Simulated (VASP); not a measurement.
# Al (P-3m1) in VASP: single point with PBEsol

Aim: the single point of Al with PBEsol.

Program: VASP 6.6.1. These are calculated values, not measurements. Logs are shortened: lines on timing, memory, paths and dates and some standing lists are left out, and cuts for length are marked.

## (1) The cell of the first run

It takes space group P-3m1 (No. 164, trigonal). Conventional cell: a = 2.852 Å, b = 2.852 Å, c = 11.530 Å, α = 90.00°, β = 90.00°, γ = 120.00°. Within 3.7 Å of Al (site symmetry 3m) lie 12 Al at 2.82 to 2.85 Å. Al (site symmetry -3m) has 12 Al at 2.82 to 2.85 Å within 3.7 Å. Within 3.7 Å of Al (site symmetry 3m) lie 12 Al at 2.84 to 2.85 Å.

## (2) Single point, PBEsol

Input file INCAR:

```
  PREC = Accurate
  ENCUT = 500
  EDIFF = 1E-6
  ISMEAR = 0
  SIGMA = 0.1
  LREAL = False
  LASPH = True
  NELM = 120
  ALGO = Normal
  ISIF = 2
  LWAVE = False
  LCHARG = False
  GGA = PS
  NBANDS = 16
  GGA_COMPAT = False
```

Input file KPOINTS:

```
Automatic mesh
0
Gamma
  30 30 8
```

Input file POSCAR:

```
Al
1.0
    2.8519537515      0.0000000000      0.0000000000
   -1.4259768758      2.4698643993      0.0000000000
    0.0000000000      0.0000000000     11.5303360205
Al
5
Direct
    0.0000000000      0.0000000000      0.0013780395
    0.3333333333      0.6666666667      0.2000000000
    0.6666666667      0.3333333333      0.3986219605
    0.0000000000      0.0000000000      0.5988886919
    0.6666666667      0.3333333333      0.8011113081
```

Potentials or basis: VASP PAW PBE potentials, release 64 (Al).

Started as:

```sh
cat potpaw_PBE.64/Al/POTCAR > POTCAR
mpirun -np 1 vasp_std > vasp.out
```

OUTCAR:

```text
PREC = Accurate
   ENCUT = 500
   EDIFF = 1E-6
   ISMEAR = 0
   LREAL = False
   LASPH = True
   NELM = 120
   ISIF = 2
   GGA = PS

 ion  position               nearest neighbor table
   1  0.000  0.000  0.001-   2 2.82   2 2.82   2 2.82   5 2.84   5 2.84   5 2.84
   2  0.333  0.667  0.200-   3 2.82   1 2.82   3 2.82   1 2.82   1 2.82   3 2.82
   3  0.667  0.333  0.399-   2 2.82   2 2.82   2 2.82   4 2.84   4 2.84   4 2.84
   4  0.000  0.000  0.599-   3 2.84   3 2.84   3 2.84   5 2.85   5 2.85   5 2.85
   5  0.667  0.333  0.801-   1 2.84   1 2.84   1 2.84   4 2.85   4 2.85   4 2.85

  LATTYP: Found a hexagonal cell.
 ALAT       =     2.8519537515
 C/A-ratio  =     4.0429603792

  Lattice vectors:

 A1 = (   2.8519537515,   0.0000000000,   0.0000000000)
 A2 = (  -1.4259768758,   2.4698643993,   0.0000000000)
 A3 = (   0.0000000000,   0.0000000000,  11.5303360205)

Analysis of symmetry for initial positions (statically):
=====================================================================
 Subroutine PRICEL returns:
 Original cell was already a primitive cell.

 Routine SETGRP: Setting up the symmetry group for a
 hexagonal supercell.

 Subroutine GETGRP returns: Found 12 space group operations
 (whereof  6 operations were pure point group operations)
 out of a pool of 24 trial point group operations.

The static configuration has the point symmetry C_3v.
 The point group associated with its full space group is D_3d.

Analysis of symmetry for dynamics (positions and initial velocities):
=====================================================================
 Subroutine PRICEL returns:
 Original cell was already a primitive cell.

 Routine SETGRP: Setting up the symmetry group for a
 hexagonal supercell.

 Subroutine GETGRP returns: Found 12 space group operations
 (whereof  6 operations were pure point group operations)
 out of a pool of 24 trial point group operations.

The dynamic configuration has the point symmetry C_3v.
 The point group associated with its full space group is D_3d.

 Subroutine INISYM returns: Found 12 space group operations
 (whereof  6 operations are pure point group operations),
 and found     1 'primitive' translations

----------------------------------------------------------------------------------------

                                     Primitive cell

  volume of cell :      81.2190

  direct lattice vectors                    reciprocal lattice vectors
     2.851953751  0.000000000  0.000000000     0.350636822  0.202440264  0.000000000
    -1.425976876  2.469864399  0.000000000     0.000000000  0.404880527  0.000000000
     0.000000000  0.000000000 11.530336021     0.000000000  0.000000000  0.086727741

  length of vectors
     2.851953751  2.851953752 11.530336021     0.404880527  0.404880527  0.086727741

  position of ions in fractional coordinates (direct lattice)
     0.000000000  0.000000000  0.001378039
     0.333333333  0.666666667  0.200000000
     0.666666667  0.333333333  0.398621961
     0.000000000  0.000000000  0.598888692
     0.666666667  0.333333333  0.801111308

  ion indices of the primitive-cell ions
   primitive index   ion index
                 1           1
                 2           2
                 3           3
                 4           4
                 5           5

----------------------------------------------------------------------------------------

 KPOINTS: Automatic mesh

Automatic generation of k-mesh.
 Grid dimensions read from file:
 generate k-points for:   30   30    8

 Generating k-lattice:

  Cartesian coordinates                     Fractional coordinates (reciprocal lattice)
     0.011687894  0.006748009  0.000000000     0.033333333  0.000000000  0.000000000
     0.000000000  0.013496018  0.000000000     0.000000000  0.033333333  0.000000000
     0.000000000  0.000000000  0.010840968     0.000000000  0.000000000  0.125000000

  Length of vectors
     0.013496018  0.013496018  0.010840968

  Shift w.r.t. Gamma in fractional coordinates (k-lattice)
     0.000000000  0.000000000  0.000000000

 Subroutine IBZKPT returns following result:
 ===========================================

 Found    680 irreducible k-points:

 Following reciprocal coordinates:
            Coordinates               Weight
  0.000000  0.000000  0.000000      1.000000
  0.033333  0.000000  0.000000      6.000000
  0.066667  0.000000  0.000000      6.000000
  0.100000  0.000000  0.000000      6.000000
  0.133333  0.000000  0.000000      6.000000
  0.166667  0.000000  0.000000      6.000000
[... 16 lines left out ...]
  0.233333  0.033333  0.000000     12.000000
  0.266667  0.033333  0.000000     12.000000
 [... further k-points ...]
   k-points           NKPTS =    680   k-points in BZ     NKDIM =    680   number of bands    NBANDS=     16
   number of dos      NEDOS =    301   number of ions     NIONS =      5
   total plane-waves  NPLWV =  48384
   dimension x,y,z NGX =    24 NGY =   24 NGZ =   84
   dimension x,y,z NGXF=    48 NGYF=   48 NGZF=  168
   ions per type =               5
   NGX,Y,Z   is equivalent  to a cutoff of  13.99, 13.99, 12.11 a.u.
   NGXF,Y,Z  is equivalent  to a cutoff of  27.98, 27.98, 24.22 a.u.
 SYSTEM =  unknown system
   PREC   = accura    normal or accurate (medium, high low for compatibility)
   ISTART =      0    job   : 0-new  1-cont  2-samecut
   ICHARG =      2    charge: 1-file 2-atom 10-const
   ISPIN  =      1    spin polarized calculation?
   LNONCOLLINEAR =      F non collinear calculations
   LSORBIT =      F    spin-orbit coupling
   LASPH  =      T    aspherical Exc in radial PAW
   ENCUT  =  500.0 eV  36.75 Ry    6.06 a.u.   5.20  5.20 21.02*2*pi/ulx,y,z
   NELM   =    120;   NELMIN=  2; NELMDL= -5     # of ELM steps
   EDIFF  = 0.1E-05   stopping-criterion for ELM
   LREAL  =      F    real-space projection
   EDIFFG = 0.1E-04   stopping-criterion for IOM
   NSW    =      0    number of steps for IOM
   IBRION =     -1    ionic relax: 0-MD 1-quasi-New 2-CG
   NFREE  =      0    steps in history (QN), initial steepest desc. (CG)
   ISIF   =      2    stress and relaxation
   ISYM   =      2    0-nonsym 1-usesym 2-fastsym
   POTIM  = 0.5000    time-step for ionic-motion
   TEBEG  =    0.0;   TEEND  =   0.0 temperature during run
   PSTRESS=    0.0 pullay stress
   NELECT =      15.0000    total number of electrons
   NUPDOWN=      -1.0000    fix difference up-down
   EMIN   =  10.00;   EMAX   =-10.00  energy-range for DOS
   EFERMI =   0.00;   METHOD = LEGACY
   ISMEAR =     0;   SIGMA  =   0.10  broadening in eV -4-tet -1-fermi 0-gaus
   EFERMI_NEDOS =   21; number of points for ismear=-14 and -15
   IALGO  =     38    algorithm
   IMIX   =      4    mixing-type and parameters
     AMIX     =   0.40;   BMIX     =  1.00
     AMIX_MAG =   1.60;   BMIX_MAG =  1.00
  volume/ion in A,a.u.               =      16.24       109.62
  Fermi-wavevector in a.u.,A,eV,Ry     =   0.932294  1.761780 11.825796  0.869171
  Thomas-Fermi vector in A             =   2.058876
   LORBIT       =      0    0 simple, 1 ext, 2 COOP (PROOUT), +10 PAW based schemes
   GGA     = PS    functional components
   LHFCALC =     F    Hartree Fock is set to
   AEXX    =    0.0000 exact exchange contribution
   IVDW    =     0    specifies the selected vdW correction
   LEPSILON=     F    determine dielectric tensor
   LRPA    =     F    only Hartree local field effects (RPA)
 non-spin polarized calculation
 Gauss-broadening in eV      SIGMA  =   0.10
  energy-cutoff  :      500.00
  volume of cell :       81.22
 maximum number of plane-waves:      2091
 NGX is ok and might be reduce to    24
   NGX = 11   NGY = 11   NGZ = 43

 number of electron      15.0000000 magnetization

 Free energy of the ion-electron system (eV)
  ---------------------------------------------------
  ext. energy  EPLUGINS =         0.00000000
  ---------------------------------------------------
  free energy    TOTEN  =       -20.40717436 eV

  energy without entropy =      -20.39634196  energy(sigma->0) =      -20.40175816

 E-fermi :   8.1055     XC(G=0): -10.3143

 val. band max:        8.1053950001   @ k =   0.4333   0.1000   0.1250
 cond. band min:       8.1056236526   @ k =   0.1667   0.0333   0.1250
 fundamental gap:      0.0002286525
 Fermi energy:         8.1054983947

 k-point     1 :       0.0000    0.0000    0.0000
  band No.  band energies     occupation
      1      -3.1278      2.00000
      2      -2.0234      2.00000
      3      -2.0089      2.00000
      4       1.2342      2.00000
      5       1.2799      2.00000
      6       6.5555      2.00000
[... 8 lines left out ...]
     15      19.6078      0.00000
     16      19.6338      0.00000

 k-point     2 :       0.0333    0.0000    0.0000
  band No.  band energies     occupation
      1      -3.1009      2.00000
      2      -1.9967      2.00000
      3      -1.9822      2.00000
      4       1.2602      2.00000
      5       1.3060      2.00000
      6       6.5803      2.00000
[... 8 lines left out ...]
     15      19.0818      0.00000
     16      19.2211      0.00000

 k-point     3 :       0.0667    0.0000    0.0000
  band No.  band energies     occupation
      1      -3.0201      2.00000
      2      -1.9165      2.00000
      3      -1.9020      2.00000
      4       1.3384      2.00000
      5       1.3842      2.00000
      6       6.6546      2.00000
[... 8 lines left out ...]
     15      18.4863      0.00000
     16      19.0020      0.00000
[... 362 lines left out ...]
 k-point    23 :       0.2333    0.0333    0.0000
  band No.  band energies     occupation
      1      -1.6001      2.00000
      2      -0.5078      2.00000
      3      -0.4936      2.00000
      4       2.7092      2.00000
      5       2.7563      2.00000
      6       7.8709      1.99909
[... 8 lines left out ...]
     15      15.1607      0.00000
     16      15.5081      0.00000

 k-point    24 :       0.2667    0.0333    0.0000
  band No.  band energies     occupation
      1      -1.1743      2.00000
      2      -0.0855      2.00000
      3      -0.0713      2.00000
      4       3.1183      2.00000
      5       3.1664      2.00000
      6       8.0341      1.68728
[... 8 lines left out ...]
     15      15.0355      0.00000
     16      15.5423      0.00000

 [... further k-points ...]

------------------------ aborting loop because EDIFF is reached ----------------------------------------

  FORCE on cell =-STRESS in cart. coord.  units (eV):
  Direction    XX          YY          ZZ          XY          YZ          ZX
  --------------------------------------------------------------------------------------
  -------------------------------------------------------------------------------------
  Total       -0.1714315     -0.1714315      0.4456166      0.0000000      0.0000000     -0.0000000
  in kB       -3.3817673     -3.3817673      8.7905160      0.0000000      0.0000000     -0.0000000
  external PRESSURE =       0.6756605 kB  Pullay stress =       0.0000000 kB

 VOLUME and BASIS-vectors are now :
 -----------------------------------------------------------------------------
  energy-cutoff  :      500.00
  volume of cell :       81.22
      direct lattice vectors                 reciprocal lattice vectors
     2.851953751  0.000000000  0.000000000     0.350636822  0.202440264  0.000000000
    -1.425976876  2.469864399  0.000000000     0.000000000  0.404880527  0.000000000
     0.000000000  0.000000000 11.530336021     0.000000000  0.000000000  0.086727741

 POSITION                                       TOTAL-FORCE (eV/Angst)
 -----------------------------------------------------------------------------------
      0.00000      0.00000      0.01589        -0.000000      0.000000     -0.005982
     -0.00000      1.64658      2.30607         0.000000      0.000000     -0.000000
      1.42598      0.82329      4.59625         0.000000     -0.000000      0.005982
      0.00000      0.00000      6.90539         0.000000      0.000000      0.007689
      1.42598      0.82329      9.23708        -0.000000     -0.000000     -0.007689
 -----------------------------------------------------------------------------------
    total drift:                                0.000000     -0.000000     -0.000005

  FREE ENERGIE OF THE ION-ELECTRON SYSTEM (eV)
  ---------------------------------------------------
  free  energy   TOTEN  =       -20.4071743623 eV

  energy  without entropy=      -20.3963419624  energy(sigma->0) =      -20.40175816
```

Run time: 18 min. Hardware: 1 thread of AMD EPYC 9755, shared host; peak memory 0.63 GiB.

What came out:

```
Free energy            : -20.4072 eV
Pressure               : 0.1 GPa
Largest force          : 0.008 eV/Å
Band gap on the k mesh : zero (an odd number of electrons rules out a gap without spin polarisation)
```

Forces in eV/Å, atoms in the order of the input:
```
Al   0.000  0.000 -0.006
Al   0.000  0.000  0.000
Al   0.000  0.000  0.006
Al   0.000  0.000  0.008
Al   0.000  0.000 -0.008
```

Levels at points of the mesh, in eV from the Fermi level:
| k point | band 3 | band 4 | band 5 | band 6 | band 7 | band 8 | band 9 | band 10 | band 11 | band 12 |
| --- | --- | --- | --- | --- | --- | --- | --- | --- | --- | --- |
| (0.00, 0.00, 0.00) | -10.11 | -6.87 | -6.83 | -1.55 | -1.51 | 5.59 | 5.59 | 10.64 | 10.64 | 10.78 |
| (0.50, 0.00, 0.00) | -4.42 | -4.32 | -4.22 | -4.02 | -1.29 | -1.20 | -0.93 | -0.59 | 3.81 | 4.00 |
| (0.00, 0.00, 0.50) | -8.75 | -8.74 | -4.59 | -4.27 | 1.82 | 1.83 | 9.58 | 9.65 | 10.84 | 10.84 |
| (0.50, 0.00, 0.50) | -5.05 | -4.95 | -3.36 | -3.02 | -2.75 | -2.40 | 0.88 | 1.23 | 1.48 | 1.73 |

Caveat: the PAW data sets were made with another functional, which shifts forces and pressure a little.
